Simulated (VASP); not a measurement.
# MnS (F-43m) in VASP: a series of runs

MnS is run at these levels: PBEsol+D3(BJ), BLYP, revPBE; tasks: single point.

All numbers are computed with VASP 6.6.1; they aren't measurements. Logs are shortened: lines on timing, memory, paths and dates and some standing lists are left out, and cuts for length are marked.

### Step 1. The cell of the first run

It takes space group F-43m (No. 216, cubic). Conventional cell: a = 4.863 Å, b = 4.863 Å, c = 4.863 Å, α = 90.00°, β = 90.00°, γ = 90.00°. Mn (site symmetry -43m) has 4 S at 2.11 Å within 2.8 Å. Within 2.8 Å of S (site symmetry -43m) lie 4 Mn at 2.11 Å.

### Step 2. Single point, PBEsol+D3(BJ), collinear spin, ferromagnetic start

INCAR reads:

```
SYSTEM = MnS
PREC     = Accurate       ! precision mode
ENCUT    = 520            ! plane-wave cutoff, eV
EDIFF    = 1E-7           ! SCF threshold, eV
ISMEAR   = -1             ! smearing method
SIGMA    = 0.05           ! smearing width, eV
LREAL    = .FALSE.        ! projectors in reciprocal space
LASPH    = .TRUE.         ! aspherical terms in the spheres
NELM     = 150            ! most SCF steps
ALGO     = Normal         ! electronic algorithm
ISIF     = 2              ! what is computed and relaxed
LWAVE    = .FALSE.        ! write WAVECAR
LCHARG   = .TRUE.         ! write CHGCAR
ISPIN    = 2              ! spin polarisation
MAGMOM   = 4 0            ! initial moments
LORBIT   = 11             ! projections on sites
LMAXMIX  = 4              ! l up to which the mixer works
GGA      = PS             ! functional
IVDW     = 12             ! dispersion correction
LELF     = .TRUE.         ! ELF
LVHAR    = .TRUE.       
NBANDS   = 20             ! bands
```

KPOINTS reads:

```
regular mesh
0
G
  9 9 9
  0 0 0
```

POSCAR reads:

```
MnS
1.0
    0.0000000000      2.4314847371      2.4314847371
    2.4314847371      0.0000000000      2.4314847371
    2.4314847371      2.4314847371      0.0000000000
Mn S
1 1
Direct
    0.0000000000      0.0000000000      0.0000000000
    0.7500000000      0.7500000000      0.7500000000
```

Potentials or basis: VASP PAW PBE potentials, release 64 (Mn_pv, S).

Run with:

```sh
cat potpaw_PBE.64/Mn_pv/POTCAR potpaw_PBE.64/S/POTCAR > POTCAR
mpirun -np 1 vasp_std > vasp.out
```

OUTCAR:

```text
SYSTEM = MnS
   PREC = Accurate
   ENCUT = 520
   EDIFF = 1E-7
   ISMEAR = -1
   LREAL = .FALSE.
   LASPH = .TRUE.
   NELM = 150
   ISIF = 2
   ISPIN = 2
   LORBIT = 11
   GGA = PS
   IVDW = 12
 IVDW          = 12

 ion  position               nearest neighbor table
   1  0.000  0.000  0.000-   2 2.11   2 2.11   2 2.11   2 2.11
   2  0.750  0.750  0.750-   1 2.11   1 2.11   1 2.11   1 2.11

  LATTYP: Found a face centered cubic cell.
 ALAT       =     4.8629694742

  Lattice vectors:

 A1 = (   0.0000000000,   2.4314847371,   2.4314847371)
 A2 = (   2.4314847371,   0.0000000000,   2.4314847371)
 A3 = (   2.4314847371,   2.4314847371,   0.0000000000)

Analysis of symmetry for initial positions (statically):
=====================================================================
 Subroutine PRICEL returns:
 Original cell was already a primitive cell.

 Routine SETGRP: Setting up the symmetry group for a
 face centered cubic supercell.

 Subroutine GETGRP returns: Found 24 space group operations
 (whereof 24 operations were pure point group operations)
 out of a pool of 48 trial point group operations.

The static configuration has the point symmetry T_d .

Analysis of symmetry for dynamics (positions and initial velocities):
=====================================================================
 Subroutine PRICEL returns:
 Original cell was already a primitive cell.

 Routine SETGRP: Setting up the symmetry group for a
 face centered cubic supercell.

 Subroutine GETGRP returns: Found 24 space group operations
 (whereof 24 operations were pure point group operations)
 out of a pool of 48 trial point group operations.

The dynamic configuration has the point symmetry T_d .

Analysis of structural, dynamic, and magnetic symmetry:
=====================================================================
 Subroutine PRICEL returns:
 Original cell was already a primitive cell.

 Routine SETGRP: Setting up the symmetry group for a
 face centered cubic supercell.

 Subroutine GETGRP returns: Found 24 space group operations
 (whereof 24 operations were pure point group operations)
 out of a pool of 48 trial point group operations.

The overall configuration has the point symmetry T_d .

 Subroutine INISYM returns: Found 24 space group operations
 (whereof 24 operations are pure point group operations),
 and found     1 'primitive' translations

----------------------------------------------------------------------------------------

                                     Primitive cell

  volume of cell :      28.7504

  direct lattice vectors                    reciprocal lattice vectors
     0.000000000  2.431484737  2.431484737    -0.205635673  0.205635673  0.205635673
     2.431484737  0.000000000  2.431484737     0.205635673 -0.205635673  0.205635673
     2.431484737  2.431484737  0.000000000     0.205635673  0.205635673 -0.205635673

  length of vectors
     3.438638692  3.438638692  3.438638692     0.356171433  0.356171433  0.356171433

  position of ions in fractional coordinates (direct lattice)
     0.000000000  0.000000000  0.000000000
     0.750000000  0.750000000  0.750000000

  ion indices of the primitive-cell ions
   primitive index   ion index
                 1           1
                 2           2

----------------------------------------------------------------------------------------

 KPOINTS: regular mesh

Automatic generation of k-mesh.
 Grid dimensions read from file:
 generate k-points for:    9    9    9

 Generating k-lattice:

  Cartesian coordinates                     Fractional coordinates (reciprocal lattice)
    -0.022848408  0.022848408  0.022848408     0.111111111  0.000000000  0.000000000
     0.022848408 -0.022848408  0.022848408     0.000000000  0.111111111  0.000000000
     0.022848408  0.022848408 -0.022848408     0.000000000  0.000000000  0.111111111

  Length of vectors
     0.039574604  0.039574604  0.039574604

  Shift w.r.t. Gamma in fractional coordinates (k-lattice)
     0.000000000  0.000000000  0.000000000

 Subroutine IBZKPT returns following result:
 ===========================================

 Found     35 irreducible k-points:

 Following reciprocal coordinates:
            Coordinates               Weight
  0.000000  0.000000  0.000000      1.000000
  0.111111  0.000000  0.000000      8.000000
  0.222222  0.000000  0.000000      8.000000
  0.333333  0.000000  0.000000      8.000000
  0.444444  0.000000  0.000000      8.000000
  0.111111  0.111111  0.000000      6.000000
[... 16 lines left out ...]
 -0.333333  0.333333  0.000000     12.000000
  0.444444  0.444444  0.000000      6.000000
 [... further k-points ...]
   k-points           NKPTS =     35   k-points in BZ     NKDIM =     35   number of bands    NBANDS=     20
   number of dos      NEDOS =    301   number of ions     NIONS =      2
   total plane-waves  NPLWV =  21952
   dimension x,y,z NGX =    28 NGY =   28 NGZ =   28
   dimension x,y,z NGXF=    56 NGYF=   56 NGZF=   56
   ions per type =               1   1
   NGX,Y,Z   is equivalent  to a cutoff of  13.54, 13.54, 13.54 a.u.
   NGXF,Y,Z  is equivalent  to a cutoff of  27.07, 27.07, 27.07 a.u.
 SYSTEM =  MnS
   PREC   = accura    normal or accurate (medium, high low for compatibility)
   ISTART =      0    job   : 0-new  1-cont  2-samecut
   ICHARG =      2    charge: 1-file 2-atom 10-const
   ISPIN  =      2    spin polarized calculation?
   LNONCOLLINEAR =      F non collinear calculations
   LSORBIT =      F    spin-orbit coupling
   LASPH  =      T    aspherical Exc in radial PAW
   ENCUT  =  520.0 eV  38.22 Ry    6.18 a.u.   6.39  6.39  6.39*2*pi/ulx,y,z
   NELM   =    150;   NELMIN=  2; NELMDL= -5     # of ELM steps
   EDIFF  = 0.1E-06   stopping-criterion for ELM
   LREAL  =      F    real-space projection
   EDIFFG = 0.1E-05   stopping-criterion for IOM
   NSW    =      0    number of steps for IOM
   IBRION =     -1    ionic relax: 0-MD 1-quasi-New 2-CG
   NFREE  =      0    steps in history (QN), initial steepest desc. (CG)
   ISIF   =      2    stress and relaxation
   ISYM   =      2    0-nonsym 1-usesym 2-fastsym
   POTIM  = 0.5000    time-step for ionic-motion
   TEBEG  =    0.0;   TEEND  =   0.0 temperature during run
   PSTRESS=    0.0 pullay stress
   NELECT =      19.0000    total number of electrons
   NUPDOWN=      -1.0000    fix difference up-down
   EMIN   =  10.00;   EMAX   =-10.00  energy-range for DOS
   EFERMI =   0.00;   METHOD = LEGACY
   ISMEAR =    -1;   SIGMA  =   0.05  broadening in eV -4-tet -1-fermi 0-gaus
   EFERMI_NEDOS =   21; number of points for ismear=-14 and -15
   IALGO  =     38    algorithm
   IMIX   =      4    mixing-type and parameters
     AMIX     =   0.40;   BMIX     =  1.00
     AMIX_MAG =   1.60;   BMIX_MAG =  1.00
  volume/ion in A,a.u.               =      14.38        97.01
  Fermi-wavevector in a.u.,A,eV,Ry     =   1.425973  2.694697 27.666054  2.033398
  Thomas-Fermi vector in A             =   2.546299
   LORBIT       =     11    0 simple, 1 ext, 2 COOP (PROOUT), +10 PAW based schemes
   GGA     = PS    functional components
   LHFCALC =     F    Hartree Fock is set to
   AEXX    =    0.0000 exact exchange contribution
   IVDW    =    12    specifies the selected vdW correction
   LEPSILON=     F    determine dielectric tensor
   LRPA    =     F    only Hartree local field effects (RPA)
 spin polarized calculation
  energy-cutoff  :      520.00
  volume of cell :       28.75
 maximum number of plane-waves:       785
 NGX is ok and might be reduce to    28
   NGX = 13   NGY = 13   NGZ = 13

 number of electron      19.0000007 magnetization       0.1547759

 Free energy of the ion-electron system (eV)
  ---------------------------------------------------
  ext. energy  EPLUGINS =         0.00000000
  ---------------------------------------------------
  free energy    TOTEN  =       -14.76407110 eV

  energy without entropy =      -14.74431227  energy(sigma->0) =      -14.75419168

 E-fermi :   7.8898     XC(G=0): -11.6863

 val. band max:        7.8718306116   @ k =  -0.3333   0.3333   0.0000
 cond. band min:       7.8908891163   @ k =   0.4444   0.4444   0.0000
 fundamental gap:      0.0190585047
 Fermi energy:         7.8898113020

 spin component 1

 k-point     1 :       0.0000    0.0000    0.0000
  band No.  band energies     occupation
      1     -39.7209      1.00000
      2     -39.7209      1.00000
      3     -39.7209      1.00000
      4      -7.6520      1.00000
      5       3.0037      1.00000
      6       3.0037      1.00000
[... 12 lines left out ...]
     19      23.7644      0.00000
     20      24.4149      0.00000
[... 507 lines left out ...]
 k-point    24 :       0.4444    0.4444    0.0000
  band No.  band energies     occupation
      1     -39.7532      1.00000
      2     -39.7331      1.00000
      3     -39.7331      1.00000
      4      -5.8158      1.00000
      5       0.9495      1.00000
      6       3.7354      1.00000
[... 12 lines left out ...]
     19      25.6016      0.00000
     20      25.6016      0.00000

 [... further k-points ...]

 spin component 2

 k-point     1 :       0.0000    0.0000    0.0000
  band No.  band energies     occupation
      1     -39.5750      1.00000
      2     -39.5750      1.00000
      3     -39.5750      1.00000
      4      -7.6438      1.00000
      5       3.0428      1.00000
      6       3.0428      1.00000
[... 12 lines left out ...]
     19      23.7671      0.00000
     20      24.4393      0.00000
[... 507 lines left out ...]
 k-point    24 :       0.4444    0.4444    0.0000
  band No.  band energies     occupation
      1     -39.6076      1.00000
      2     -39.5873      1.00000
      3     -39.5873      1.00000
      4      -5.8102      1.00000
      5       0.9794      1.00000
      6       3.7588      1.00000
[... 12 lines left out ...]
     19      25.6226      0.00000
     20      25.6226      0.00000

 [... further k-points ...]

------------------------ aborting loop because EDIFF is reached ----------------------------------------

 Edisp (eV)   -0.87647

 E8    (eV) :    -0.5566

  FORCE on cell =-STRESS in cart. coord.  units (eV):
  Direction    XX          YY          ZZ          XY          YZ          ZX
  --------------------------------------------------------------------------------------
  -------------------------------------------------------------------------------------
  Total       0.03849     0.03849     0.03849     0.00000    -0.00000     0.00000
  in kB       2.14520     2.14520     2.14520     0.00000    -0.00000     0.00000
  external pressure =        2.15 kB  Pullay stress =        0.00 kB

 VOLUME and BASIS-vectors are now :
 -----------------------------------------------------------------------------
  energy-cutoff  :      520.00
  volume of cell :       28.75
      direct lattice vectors                 reciprocal lattice vectors
     0.000000000  2.431484737  2.431484737    -0.205635673  0.205635673  0.205635673
     2.431484737  0.000000000  2.431484737     0.205635673 -0.205635673  0.205635673
     2.431484737  2.431484737  0.000000000     0.205635673  0.205635673 -0.205635673

 POSITION                                       TOTAL-FORCE (eV/Angst)
 -----------------------------------------------------------------------------------
      0.00000      0.00000      0.00000        -0.000000     -0.000000     -0.000000
      3.64723      3.64723      3.64723         0.000000      0.000000      0.000000
 -----------------------------------------------------------------------------------
    total drift:                               -0.000001     -0.000001     -0.000001

  FREE ENERGIE OF THE ION-ELECTRON SYSTEM (eV)
  ---------------------------------------------------
  free  energy   TOTEN  =       -15.6405414084 eV

  energy  without entropy=      -15.6207825760  energy(sigma->0) =      -15.63066199

 total charge

# of ion       s       p       d       tot
------------------------------------------
    1        0.377   6.346   5.435  12.158
    2        1.319   2.425   0.000   3.744
--------------------------------------------------
tot          1.695   8.771   5.435  15.901

 magnetization (x)

# of ion       s       p       d       tot
------------------------------------------
    1        0.005   0.003   0.141   0.149
    2       -0.001  -0.003   0.000  -0.003
--------------------------------------------------
tot          0.005  -0.000   0.141   0.146
```

Run time: 2.2 min. Hardware: 1 thread of AMD EPYC 7R13, shared host; peak memory 0.17 GiB.

What came out:

| Quantity | Value |
| --- | --- |
| Free energy | -15.6405 eV |
| Pressure | 0.2 GPa |
| Net moment | 0.15 μB per cell |
| Site moments | Mn +0.15; S -0.00 μB |
| Valence electrons inside the program's atomic spheres | Mn 12.16; S 3.74 |
| Dispersion energy per atom | -0.438 eV |

Levels at points of the mesh, in eV from the Fermi level:
Spin up:
| k point | band 7 | band 8 | band 9 | band 10 | band 11 | band 12 |
| --- | --- | --- | --- | --- | --- | --- |
| (0.00, 0.00, 0.00) | -4.89 | -0.89 | -0.89 | 3.99 | 3.99 | 3.99 |
Spin down:
```csv
k point,band 7,band 8,band 9,band 10,band 11,band 12
"(0.00, 0.00, 0.00)",-4.85,-0.72,-0.72,4.04,4.05,4.05
```

Caveat: the PAW data sets were made with another functional, which shifts forces and pressure a little; the moment fell far below its start of 4 μB, so a state of higher moment may lie lower in energy; semilocal functionals often make such compounds metallic where correlation or magnetic order opens a gap, which also shifts bond lengths; pairwise dispersion overbinds metals, which lowers pressure and volume.

[end of part 1 of 2]
